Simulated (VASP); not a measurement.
# ZnS (P6_3mc) in VASP: further runs, part 2 of 2

VASP 6.6.1. Earlier steps stand in the parts before.

## Step 3: Relaxation of cell and atoms, PBEsol

This run uses another cell than the first one, of 20.19 Å³/atom.

INCAR reads:

```
PREC = Accurate
ENCUT = 600
EDIFF = 1E-6
ISMEAR = -1
SIGMA = 0.02
LREAL = F
LASPH = T
NELM = 60
ALGO = Normal
ISIF = 3
LWAVE = F
LCHARG = F
GGA = PS
IBRION = 2
NSW = 80
EDIFFG = -0.005
```

KPOINTS reads:

```
Automatic mesh
0
Gamma
  12 12 4
```

POSCAR reads:

```
ZnS
1.0
    3.8457820742      0.0000000000      0.0000000000
   -1.9228910371      3.3305449736      0.0000000000
    0.0000000000      0.0000000000      6.3040208705
Zn S
2 2
Direct
    0.3333333333      0.6666666667      0.0052010955
    0.6666666667      0.3333333333      0.5052010955
    0.3333333333      0.6666666667      0.3797989045
    0.6666666667      0.3333333333      0.8797989045
```

Potentials or basis: VASP PAW PBE potentials, release 64 (Zn, S).

Started as:

```
> cat potpaw_PBE.64/Zn/POTCAR potpaw_PBE.64/S/POTCAR > POTCAR
> mpirun -np 1 vasp_std > vasp.out
```

OUTCAR:

```text
PREC = Accurate
   ENCUT = 600
   EDIFF = 1E-6
   ISMEAR = -1
   LREAL = F
   LASPH = T
   NELM = 60
   ISIF = 3
   GGA = PS
   IBRION = 2
   NSW = 80
   EDIFFG = -0.005

 ion  position               nearest neighbor table
   1  0.333  0.667  0.005-   4 2.36   4 2.36   4 2.36   3 2.36
   2  0.667  0.333  0.505-   3 2.36   3 2.36   3 2.36   4 2.36
   3  0.333  0.667  0.380-   2 2.36   2 2.36   2 2.36   1 2.36
   4  0.667  0.333  0.880-   1 2.36   1 2.36   1 2.36   2 2.36

  LATTYP: Found a hexagonal cell.
 ALAT       =     3.8457820742
 C/A-ratio  =     1.6392038729

  Lattice vectors:

 A1 = (   3.8457820742,   0.0000000000,   0.0000000000)
 A2 = (  -1.9228910371,   3.3305449736,   0.0000000000)
 A3 = (   0.0000000000,   0.0000000000,   6.3040208705)

Analysis of symmetry for initial positions (statically):
=====================================================================
 Subroutine PRICEL returns:
[... 222 lines left out ...]
 fundamental gap:      2.2201722363
 Fermi energy:         2.8076028917

 k-point     1 :       0.0000    0.0000    0.0000
  band No.  band energies     occupation
      1     -11.0620      2.00000
      2     -10.0404      2.00000
      3      -4.1453      2.00000
      4      -4.1316      2.00000
      5      -4.1316      2.00000
      6      -4.0446      2.00000
[... 742 lines left out ...]
--------------------------------------- Ionic step        6  -------------------------------------------

 number of electron      35.9999997 magnetization

 Free energy of the ion-electron system (eV)
  ---------------------------------------------------
  ext. energy  EPLUGINS =         0.00000000
  ---------------------------------------------------
  free energy    TOTEN  =       -15.16855722 eV

  energy without entropy =      -15.16855722  energy(sigma->0) =      -15.16855722

 E-fermi :   2.6884     XC(G=0):  -9.9496

 val. band max:        2.2487218104   @ k =   0.0000   0.0000   0.0000
 cond. band min:       4.3968914400   @ k =   0.0000   0.0000   0.0000
 fundamental gap:      2.1481696296
 Fermi energy:         2.6883865668

 k-point     1 :       0.0000    0.0000    0.0000
  band No.  band energies     occupation
      1     -11.0964      2.00000
      2     -10.1055      2.00000
      3      -4.2271      2.00000
      4      -4.2109      2.00000
      5      -4.2109      2.00000
      6      -4.1258      2.00000
[... 622 lines left out ...]
  FREE ENERGIE OF THE ION-ELECTRON SYSTEM (eV)
  ---------------------------------------------------
  free  energy   TOTEN  =       -15.1685572222 eV

  energy  without entropy=      -15.1685572222  energy(sigma->0) =      -15.16855722

 reached required accuracy - stopping structural energy minimisation
```

OSZICAR:

```text
N       E                     dE             d eps       ncg     rms          rms(c)
DAV:   1     0.251072916212E+03    0.25107E+03   -0.19050E+04  2508   0.216E+03
DAV:   2     0.866067155215E+01   -0.24241E+03   -0.23645E+03  2604   0.404E+02
[... 47 lines left out ...]
   5 F= -.15168538E+02 E0= -.15168538E+02  d E =-.172300E-04
       N       E                     dE             d eps       ncg     rms          rms(c)
DAV:   1    -0.151686871971E+02   -0.14945E-03   -0.15729E-02  2514   0.906E-01    0.747E-02
DAV:   2    -0.151686042971E+02    0.82900E-04   -0.37924E-04  3376   0.267E-01    0.444E-02
DAV:   3    -0.151685579873E+02    0.46310E-04   -0.58861E-05  2958   0.994E-02    0.122E-02
DAV:   4    -0.151685571909E+02    0.79634E-06   -0.19244E-05  2790   0.382E-02    0.730E-03
DAV:   5    -0.151685572222E+02   -0.31252E-07   -0.14320E-06  1404   0.146E-02
   6 F= -.15168557E+02 E0= -.15168557E+02  d E =-.368061E-04
```

CONTCAR:

```text
ZnS
   1.00000000000000
     3.7859275583405614    0.0000000000000000    0.0000000000000000
    -1.8929637791702807    3.2787094423380521   -0.0000000000000000
     0.0000000000000000    0.0000000000000000    6.2139146087111836
  Zn              S
     2     2
Direct
     0.3333333332999970    0.6666666667000030    0.0054158868237934
     0.6666666667000030    0.3333333332999970    0.5054158868237933
     0.3333333332999970    0.6666666667000030    0.3795841131762047
     0.6666666667000030    0.3333333332999970    0.8795841131762047

  0.00000000E+00  0.00000000E+00  0.00000000E+00
  0.00000000E+00  0.00000000E+00  0.00000000E+00
  0.00000000E+00  0.00000000E+00  0.00000000E+00
  0.00000000E+00  0.00000000E+00  0.00000000E+00
```

Wall time 2.5 min (1 thread of Intel Xeon 6975P-C (Granite Rapids), shared host); peak memory 0.29 GiB.

Results:

- Free energy: -15.1686 eV
- Relaxed volume: 19.28 Å³/atom
- Relaxed cell: a = 3.786 Å, b = 3.786 Å, c = 6.214 Å, α = 90.00°, β = 90.00°, γ = 120.00°
- Space group after relaxing (to 0.1 Å): P6_3mc (No. 186)
- Energy gained by relaxing: 9.7 meV/atom
- Ionic steps: 6
- Pressure after relaxing: 0.0 GPa
- Band gap on the k mesh: 2.15 eV

Step by step:
```csv
step,energy change (eV),largest force (eV/Å),pressure (GPa),volume (Å³)
1,0.0000,0.0028,-3.29,80.75
2,-0.0350,0.0128,1.03,75.99
3,-0.0389,0.0087,0.03,77.06
4,-0.0389,0.0084,-0.02,77.14
5,-0.0389,0.0061,-0.05,77.14
6,-0.0389,0.0000,-0.02,77.13
```

Final structure:
```
Zn S
1.0
     3.78593    0.00000    0.00000
    -1.89296    3.27871    0.00000
     0.00000    0.00000    6.21391
Zn S
2 2
Direct
  0.33333 0.66667 0.00542
  0.66667 0.33333 0.50542
  0.33333 0.66667 0.37958
  0.66667 0.33333 0.87958
```

Caveat: the PAW data sets were made with another functional, which shifts forces and pressure a little. A k mesh can miss the band edges.

## Step 4: Relaxation of cell and atoms, LDA

This run uses another cell than the first one, of 20.19 Å³/atom.

INCAR reads:

```
  PREC = Accurate
  ENCUT = 600
  EDIFF = 1E-6
  ISMEAR = -1
  SIGMA = 0.02
  LREAL = False
  LASPH = True
  NELM = 80
  ALGO = Normal
  ISIF = 3
  LWAVE = False
  LCHARG = False
  IBRION = 2
  NSW = 80
  EDIFFG = -0.005
```

KPOINTS is that of step 3.

POSCAR is that of step 3.

Potentials or basis: VASP PAW LDA potentials, release 64 (Zn, S).

Started as:

```
> cat potpaw_LDA.64/Zn/POTCAR potpaw_LDA.64/S/POTCAR > POTCAR
> mpirun -np 1 vasp_std > vasp.out
```

Run time: 3.6 min. Hardware: 1 thread of Intel Xeon 6975P-C (Granite Rapids), shared host; peak memory 0.26 GiB.

It converged, with:

```yaml
Free_energy: -16.4050 eV
Relaxed_volume: 18.64 Å³/atom
Relaxed_cell: a = 3.743 Å, b = 3.743 Å, c = 6.147 Å, α = 90.00°, β = 90.00°, γ = 120.00°
Space_group_after_relaxing_to_0.1_Å: P6_3mc (No. 186)
Energy_gained_by_relaxing: 29.8 meV/atom
Ionic_steps: 10
Pressure_after_relaxing: 0.0 GPa
Largest_force_after_relaxing: 0.004 eV/Å
Band_gap_on_the_k_mesh: 2.21 eV
```

Forces on the atoms (eV/Å):
```
Zn   0.000  0.000  0.004
Zn   0.000  0.000  0.004
S    0.000  0.000 -0.004
S    0.000  0.000 -0.004
```

The path:
```csv
step,energy change (eV),largest force (eV/Å),pressure (GPa),volume (Å³)
1,0.0000,0.0052,-5.78,80.75
2,-0.1033,0.0256,2.48,72.54
3,-0.1189,0.0163,-0.04,74.57
4,-0.1189,0.0169,0.11,74.45
5,-0.1190,0.0108,0.00,74.58
6,-0.1190,0.0091,-0.09,74.62
7,-0.1190,0.0099,-0.04,74.60
8,-0.1190,0.0092,-0.06,74.61
9,-0.1190,0.0060,0.04,74.58
10,-0.1190,0.0042,0.02,74.57
```

Final structure:
```xyz
4
Lattice="3.7426 0.0000 0.0000 -1.8713 3.2412 0.0000 0.0000 0.0000 6.1473" Properties=species:S:1:pos:R:3 pbc="T T T"
Zn    0.0000    2.1608    0.0338
Zn    1.8713    1.0804    3.1075
S     0.0000    2.1608    2.3329
S     1.8713    1.0804    5.4066
```

Levels at points of the mesh, in eV from the valence-band top:
```tsv
k point	band 16	band 17	band 18	band 19	band 20	band 21
(0.00, 0.00, 0.00)	-0.10	0.00	0.00	2.21	3.01	6.13
(0.50, 0.00, 0.00)	-2.46	-1.90	-0.98	3.42	4.21	4.89
(0.00, 0.00, 0.50)	-0.52	-0.52	-0.52	3.52	3.52	6.61
(0.50, 0.00, 0.50)	-1.80	-1.78	-1.78	3.34	3.34	5.03
```

## Step 5: Summary

```tsv
level	potentials or basis	cell	gap on the mesh (eV)	pressure (GPa)	relaxed volume (Å³/atom)
PBE	VASP PAW PBE potentials, release 64 (Zn, S)	relaxed from a = 3.811, b = 3.811, c = 6.234 Å, angles 90.0, 90.0, 120.0°, 4 atoms, atomic positions A	2.07	0.0	20.23
PBEsol	VASP PAW PBE potentials, release 64 (Zn, S)	relaxed from a = 3.846, b = 3.846, c = 6.304 Å, angles 90.0, 90.0, 120.0°, 4 atoms, atomic positions B	2.15	0.0	19.28
LDA	VASP PAW LDA potentials, release 64 (Zn, S)	relaxed from a = 3.846, b = 3.846, c = 6.304 Å, angles 90.0, 90.0, 120.0°, 4 atoms, atomic positions B	2.21	0.0	18.64
```

Alike in all rows: task relaxation of cell and atoms; no spin polarisation; k mesh 12 × 12 × 4; cutoff (eV) 600; smearing fermi-dirac 0.02 eV.

Caveats: the PAW data sets were made with another functional, which shifts forces and pressure a little (at least some runs).

Total energies depend on the potentials used, so only differences within one code and one set of settings carry meaning.
